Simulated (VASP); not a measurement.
# TePb (P-6m2) in VASP: notebook

TePb is run at these levels: PBE; tasks: relaxation of shape and atoms at fixed volume.

All numbers are computed with VASP 6.6.1; they aren't measurements. Logs are shortened: lines on timing, memory, paths and dates and some standing lists are left out, and cuts for length are marked.

## (1) The cell of the first run

Symmetry: P-6m2, No. 187, hexagonal system. Conventional cell: a = 4.485 Å, b = 4.485 Å, c = 4.217 Å, α = 90.00°, β = 90.00°, γ = 120.00°. Pb (site symmetry -6m2) has 6 Te at 3.34 Å and 2 Pb at 4.22 Å within 4.4 Å. Within 4.4 Å of Te (site symmetry -6m2) lie 6 Pb at 3.34 Å and 2 Te at 4.22 Å.

## (2) Relaxation of shape and atoms at fixed volume, PBE (volume scaled by 1.020)

Input file INCAR:

```
ALGO     = Normal         # electronic algorithm
EDIFF    = 1E-7           # SCF threshold, eV
EDIFFG   = -0.01          # ionic threshold
ENCUT    = 600            # plane-wave cutoff, eV
GGA      = PE             # functional
IBRION   = 2              # ionic algorithm
ISIF     = 4              # what is computed and relaxed
ISMEAR   = 0              # smearing method
LASPH    = T              # aspherical terms in the spheres
LCHARG   = F              # write CHGCAR
LREAL    = F              # projectors in reciprocal space
LWAVE    = F              # write WAVECAR
NELM     = 100            # most SCF steps
NSW      = 60             # ionic steps
PREC     = Accurate       # precision mode
SIGMA    = 0.05           # smearing width, eV
```

Input file KPOINTS:

```
k-points
0
Gamma
  10 10 8
```

Input file POSCAR:

```
TePb
1.0
    4.4854768030      0.0000000000      0.0000000000
   -2.2427384015      3.8845368595      0.0000000000
    0.0000000000      0.0000000000      4.2169465250
Pb Te
1 1
Direct
    0.0000000000      0.0000000000      0.0000000000
    0.6666666667      0.3333333333      0.5000000000
```

Potentials or basis: VASP PAW PBE potentials, release 64 (Pb_d, Te).

On the command line:

```
$ cat potpaw_PBE.64/Pb_d/POTCAR potpaw_PBE.64/Te/POTCAR > POTCAR
$ mpirun -np 1 vasp_std > vasp.out
```

OUTCAR:

```text
EDIFF = 1E-7
   EDIFFG = -0.01
   ENCUT = 600
   GGA = PE
   IBRION = 2
   ISIF = 4
   ISMEAR = 0
   LASPH = T
   LREAL = F
   NELM = 100
   NSW = 60
   PREC = Accurate

 ion  position               nearest neighbor table
   1  0.000  0.000  0.000-   2 3.34   2 3.34   2 3.34   2 3.34   2 3.34   2 3.34
   2  0.667  0.333  0.500-   1 3.34   1 3.34   1 3.34   1 3.34   1 3.34   1 3.34

  LATTYP: Found a hexagonal cell.
 ALAT       =     4.4854768030
 C/A-ratio  =     0.9401333928

  Lattice vectors:

 A1 = (   4.4854768030,   0.0000000000,   0.0000000000)
 A2 = (  -2.2427384015,   3.8845368595,   0.0000000000)
 A3 = (   0.0000000000,   0.0000000000,   4.2169465250)

Analysis of symmetry for initial positions (statically):
=====================================================================
 Subroutine PRICEL returns:
 Original cell was already a primitive cell.

 Routine SETGRP: Setting up the symmetry group for a
 hexagonal supercell.

 Subroutine GETGRP returns: Found 12 space group operations
 (whereof 12 operations were pure point group operations)
 out of a pool of 24 trial point group operations.

The static configuration has the point symmetry D_3h.

Analysis of symmetry for dynamics (positions and initial velocities):
=====================================================================
 Subroutine PRICEL returns:
 Original cell was already a primitive cell.

 Routine SETGRP: Setting up the symmetry group for a
 hexagonal supercell.

 Subroutine GETGRP returns: Found 12 space group operations
 (whereof 12 operations were pure point group operations)
 out of a pool of 24 trial point group operations.

The dynamic configuration has the point symmetry D_3h.

 Subroutine INISYM returns: Found 12 space group operations
 (whereof 12 operations are pure point group operations),
 and found     1 'primitive' translations

----------------------------------------------------------------------------------------

                                     Primitive cell

  volume of cell :      73.4761

  direct lattice vectors                    reciprocal lattice vectors
     4.485476803  0.000000000  0.000000000     0.222941739  0.128715473  0.000000000
    -2.242738402  3.884536859  0.000000000     0.000000000  0.257430946  0.000000000
     0.000000000  0.000000000  4.216946525     0.000000000  0.000000000  0.237138411

[... 103 lines left out ...]
     AMIX_MAG =   1.60;   BMIX_MAG =  1.00
  volume/ion in A,a.u.               =      36.74       247.92
  Fermi-wavevector in a.u.,A,eV,Ry     =   1.060969  2.004941 15.315480  1.125656
  Thomas-Fermi vector in A             =   2.196369
   LORBIT       =      0    0 simple, 1 ext, 2 COOP (PROOUT), +10 PAW based schemes
   GGA     = PE    functional components
   LHFCALC =     F    Hartree Fock is set to
   AEXX    =    0.0000 exact exchange contribution
   IVDW    =     0    specifies the selected vdW correction
   LEPSILON=     F    determine dielectric tensor
   LRPA    =     F    only Hartree local field effects (RPA)
 conjugate gradient relaxation of ions
 non-spin polarized calculation
 Gauss-broadening in eV      SIGMA  =   0.05
  energy-cutoff  :      600.00
  volume of cell :       73.48
 maximum number of plane-waves:      2481
 NGX is ok and might be reduce to    36
   NGX = 17   NGY = 17   NGZ = 17

--------------------------------------- Ionic step        1  -------------------------------------------

 number of electron      20.0000001 magnetization

 Free energy of the ion-electron system (eV)
  ---------------------------------------------------
  ext. energy  EPLUGINS =         0.00000000
  ---------------------------------------------------
  free energy    TOTEN  =        -7.28583769 eV

  energy without entropy =       -7.28523054  energy(sigma->0) =       -7.28553412

------------------------ aborting loop because EDIFF is reached ----------------------------------------

  FORCE on cell =-STRESS in cart. coord.  units (eV):
  Direction    XX          YY          ZZ          XY          YZ          ZX
  --------------------------------------------------------------------------------------
  -------------------------------------------------------------------------------------
  Total       -0.2666418     -0.2666418     -0.4187299      0.0000000     -0.0000000      0.0000000
  in kB       -5.8142393     -5.8142393     -9.1305851      0.0000000     -0.0000000      0.0000000
  external PRESSURE =      -6.9196879 kB  Pullay stress =       0.0000000 kB
[... 59 lines left out ...]
--------------------------------------- Ionic step        3  -------------------------------------------

 number of electron      20.0000002 magnetization

 Free energy of the ion-electron system (eV)
  ---------------------------------------------------
  ext. energy  EPLUGINS =         0.00000000
  ---------------------------------------------------
  free energy    TOTEN  =        -7.28619580 eV

  energy without entropy =       -7.28562401  energy(sigma->0) =       -7.28590991

 E-fermi :   4.7883     XC(G=0):  -8.9018

 val. band max:        4.7521181438   @ k =   0.2000   0.2000   0.1250
 cond. band min:       4.7963416773   @ k =   0.4000   0.2000   0.5000
 fundamental gap:      0.0442235335
 Fermi energy:         4.7883388232

 k-point     1 :       0.0000    0.0000    0.0000
  band No.  band energies     occupation
      1     -12.0694      2.00000
      2     -12.0694      2.00000
      3     -12.0484      2.00000
      4     -12.0164      2.00000
      5     -12.0164      2.00000
      6      -6.7718      2.00000
      7      -1.4466      2.00000
      8       3.1809      2.00000
      9       3.7745      2.00000
     10       3.7745      2.00000
     11       7.4753      0.00000
     12       7.4753      0.00000
     13       9.1514      0.00000
     14      10.3461      0.00000
[... 377 lines left out ...]
      1     -12.0749      2.00000
      2     -12.0469      2.00000
      3     -12.0332      2.00000
      4     -12.0287      2.00000
      5     -12.0222      2.00000
      6      -5.6056      2.00000
      7      -3.2641      2.00000
      8       2.2151      2.00000
      9       3.0889      2.00000
     10       4.3871      2.00000
     11       6.1336      0.00000
     12       8.4104      0.00000
     13       8.7014      0.00000
     14      10.2941      0.00000

 [... further k-points ...]

------------------------ aborting loop because EDIFF is reached ----------------------------------------

  FORCE on cell =-STRESS in cart. coord.  units (eV):
  Direction    XX          YY          ZZ          XY          YZ          ZX
  --------------------------------------------------------------------------------------
  -------------------------------------------------------------------------------------
  Total       -0.2853666     -0.2853666     -0.2921904      0.0000000      0.0000000      0.0000000
  in kB       -6.2225415     -6.2225415     -6.3713370      0.0000000      0.0000000      0.0000000
  external PRESSURE =      -6.2721400 kB  Pullay stress =       0.0000000 kB
[... 17 lines left out ...]
  FREE ENERGIE OF THE ION-ELECTRON SYSTEM (eV)
  ---------------------------------------------------
  free  energy   TOTEN  =        -7.2861958034 eV

  energy  without entropy=       -7.2856240072  energy(sigma->0) =       -7.28590991

 reached required accuracy - stopping structural energy minimisation
```

Run time: 79 s. Hardware: 1 thread of AMD EPYC 9R45 (Zen 5), shared host; peak memory 0.25 GiB.

What came out:

| Property | Result |
| --- | --- |
| Free energy | -7.2862 eV |
| Energy gained by relaxing | 0.2 meV/atom |
| Ionic steps | 3 |
| Pressure after relaxing | -0.6 GPa |
| Band gap on the k mesh | zero (band 10 reaches 4.90 eV, above the bottom of band 11 at 4.51 eV) |

The path:
```tsv
step	energy change (eV)	largest force (eV/Å)	pressure (GPa)	volume (Å³)
1	0.0000	0.0000	-0.69	73.48
2	-0.0003	0.0000	-0.66	73.48
3	-0.0004	0.0000	-0.63	73.48
```

Final structure:
```
Pb Te
1.0
     4.49549    0.00000    0.00000
    -2.24774    3.89321    0.00000
     0.00000    0.00000    4.19819
Pb Te
1 1
Direct
  0.00000 0.00000 0.00000
  0.66667 0.33333 0.50000
```

Levels at points of the mesh, in eV from the Fermi level:
```csv
k point,band 7,band 8,band 9,band 10,band 11,band 12,band 13,band 14
"(0.00, 0.00, 0.00)",-6.23,-1.61,-1.01,-1.01,2.69,2.69,4.36,5.56
"(0.50, 0.00, 0.00)",-8.15,-2.10,-1.61,-0.41,1.99,2.68,4.57,4.65
"(0.00, 0.00, 0.50)",-8.61,-0.19,-0.19,-0.04,1.08,2.48,2.48,7.00
"(0.50, 0.00, 0.50)",-7.66,-3.48,-3.47,-0.68,1.36,2.58,2.60,8.43
```

Caveat: the cell differs from its parent crystal (volume scaled by 1.020); spin-orbit coupling is left out, which moves the levels of the heavy elements.

## (3) Relaxation of shape and atoms at fixed volume, PBE (volume scaled by 1.040)

Input file INCAR:

```
PREC     = Accurate       # precision mode
ENCUT    = 600            # plane-wave cutoff, eV
EDIFF    = 1E-6           # SCF threshold, eV
ISMEAR   = 0              # smearing method
SIGMA    = 0.05           # smearing width, eV
LREAL    = F              # projectors in reciprocal space
LASPH    = T              # aspherical terms in the spheres
NELM     = 80             # most SCF steps
ALGO     = Normal         # electronic algorithm
ISIF     = 4              # what is computed and relaxed
LWAVE    = F              # write WAVECAR
LCHARG   = F              # write CHGCAR
GGA      = PE             # functional
IBRION   = 2              # ionic algorithm
NSW      = 60             # ionic steps
EDIFFG   = -0.01          # ionic threshold
```

Input file KPOINTS:

```
regular mesh
0
Gamma
  10 10 8
```

Input file POSCAR:

```
TePb
1.0
    4.5239694174      0.0000000000      0.0000000000
   -2.2619847087      3.9178724414      0.0000000000
    0.0000000000      0.0000000000      4.2267753947
Pb Te
1 1
Direct
    0.0000000000      0.0000000000      0.0000000000
    0.6666666667      0.3333333333      0.5000000000
```

Potentials or basis: VASP PAW PBE potentials, release 64 (Pb_d, Te).

On the command line:

```
$ cat potpaw_PBE.64/Pb_d/POTCAR potpaw_PBE.64/Te/POTCAR > POTCAR
$ mpirun -np 1 vasp_std > vasp.out
```

It took 71 s on 1 thread of AMD EPYC 9R45 (Zen 5), shared host; peak memory 0.25 GiB.

The run converged. Its results:

```
Free energy               : -7.2781 eV
Energy gained by relaxing : 0.1 meV/atom
Ionic steps               : 3
Pressure after relaxing   : -1.2 GPa
Band gap on the k mesh    : zero (band 10 reaches 4.69 eV, above the bottom of band 11 at 4.37 eV)
```

Step by step:
| step | energy change (eV) | largest force (eV/Å) | pressure (GPa) | volume (Å³) |
| --- | --- | --- | --- | --- |
| 1 | 0.0000 | 0.0000 | -1.26 | 74.92 |
| 2 | -0.0002 | 0.0000 | -1.23 | 74.92 |
| 3 | -0.0003 | 0.0000 | -1.20 | 74.92 |

Final structure:
```xyz
2
Lattice="4.5333 0.0000 0.0000 -2.2667 3.9260 0.0000 0.0000 0.0000 4.2093" Properties=species:S:1:pos:R:3 pbc="T T T"
Pb    0.0000    0.0000    4.2093
Te    2.2667    1.3087    2.1047
```

Levels at points of the mesh, in eV from the Fermi level:
| k point | band 8 | band 9 | band 10 | band 11 | band 12 | band 13 |
| --- | --- | --- | --- | --- | --- | --- |
| (0.00, 0.00, 0.00) | -1.53 | -1.02 | -1.02 | 2.63 | 2.63 | 4.39 |
| (0.50, 0.00, 0.00) | -2.07 | -1.60 | -0.37 | 1.97 | 2.67 | 4.56 |
| (0.00, 0.00, 0.50) | -0.21 | -0.21 | -0.12 | 1.01 | 2.42 | 2.42 |
| (0.50, 0.00, 0.50) | -3.40 | -3.39 | -0.68 | 1.35 | 2.55 | 2.57 |

Caveat: the cell differs from its parent crystal (volume scaled by 1.040); spin-orbit coupling is left out, which moves the levels of the heavy elements.

## (4) Relaxation of shape and atoms at fixed volume, PBE (volume scaled by 1.070)

Input file INCAR:

```
SYSTEM = TePb
PREC = Accurate
ENCUT = 600
EDIFF = 1E-6
ISMEAR = 0
SIGMA = 0.05
LREAL = .False.
LASPH = .True.
NELM = 80
ALGO = Normal
ISIF = 4
LWAVE = .False.
LCHARG = .False.
GGA = PE
IBRION = 2
NSW = 60
EDIFFG = -0.01
```

Input file KPOINTS:

```
Automatic mesh
0
Gamma
  10 10 8
  0 0 0
```

Input file POSCAR:

```
TePb
1.0
    4.5753926674      0.0000000000      0.0000000000
   -2.2876963337      3.9624062823      0.0000000000
    0.0000000000      0.0000000000      4.2515000260
Pb Te
1 1
Direct
    0.0000000000      0.0000000000      0.0000000000
    0.6666666667      0.3333333333      0.5000000000
```

On the command line:

```
$ cat potpaw_PBE.64/Pb_d/POTCAR potpaw_PBE.64/Te/POTCAR > POTCAR
$ mpirun -np 1 vasp_std > vasp.out
```

Run time: 82 s. Hardware: 1 thread of AMD EPYC 9R45 (Zen 5), shared host; peak memory 0.26 GiB.

It converged, with:

```yaml
Free_energy: -7.2566 eV
Energy_gained_by_relaxing: 0.2 meV/atom
Ionic_steps: 3
Pressure_after_relaxing: -2.0 GPa
Band_gap_on_the_k_mesh: zero (band 10 reaches 4.37 eV, above the bottom of band 11 at 4.17 eV)
```

Step by step:
| step | energy change (eV) | largest force (eV/Å) | pressure (GPa) | volume (Å³) |
| --- | --- | --- | --- | --- |
| 1 | 0.0000 | 0.0000 | -2.05 | 77.08 |
| 2 | -0.0003 | 0.0000 | -2.01 | 77.08 |
| 3 | -0.0004 | 0.0000 | -1.99 | 77.08 |

Final structure:
```
Pb Te
1.0
     4.58725    0.00000    0.00000
    -2.29362    3.97267    0.00000
     0.00000    0.00000    4.22956
Pb Te
1 1
Direct
  0.00000 0.00000 0.00000
  0.66667 0.33333 0.50000
```

Levels at points of the mesh, in eV from the Fermi level:
| k point | band 8 | band 9 | band 10 | band 11 | band 12 | band 13 |
| --- | --- | --- | --- | --- | --- | --- |
| (0.00, 0.00, 0.00) | -1.41 | -1.01 | -1.01 | 2.58 | 2.58 | 4.45 |
| (0.50, 0.00, 0.00) | -2.01 | -1.56 | -0.31 | 1.96 | 2.68 | 4.44 |
| (0.00, 0.00, 0.50) | -0.20 | -0.20 | -0.20 | 0.93 | 2.36 | 2.36 |
| (0.50, 0.00, 0.50) | -3.28 | -3.26 | -0.65 | 1.35 | 2.53 | 2.55 |

Caveat: the cell differs from its parent crystal (volume scaled by 1.070); spin-orbit coupling is left out, which moves the levels of the heavy elements.

## (5) The runs side by side

```csv
cell,gap on the mesh (eV),pressure (GPa)
"relaxed from a = 4.485, b = 4.485, c = 4.217 Å, angles 90.0, 90.0, 120.0°, 2 atoms",none,-0.6
"relaxed from a = 4.524, b = 4.524, c = 4.227 Å, angles 90.0, 90.0, 120.0°, 2 atoms",none,-1.2
"relaxed from a = 4.575, b = 4.575, c = 4.252 Å, angles 90.0, 90.0, 120.0°, 2 atoms",none,-2.0
```

Alike in all rows: task relaxation of shape and atoms at fixed volume; level PBE; potentials or basis VASP PAW PBE potentials, release 64 (Pb_d, Te); no spin polarisation; k mesh 10 × 10 × 8; cutoff (eV) 600; smearing gaussian 0.05 eV.

Caveats: spin-orbit coupling is left out, which moves the levels of the heavy elements.

Absolute energies hang on the potentials; compare differences alone.
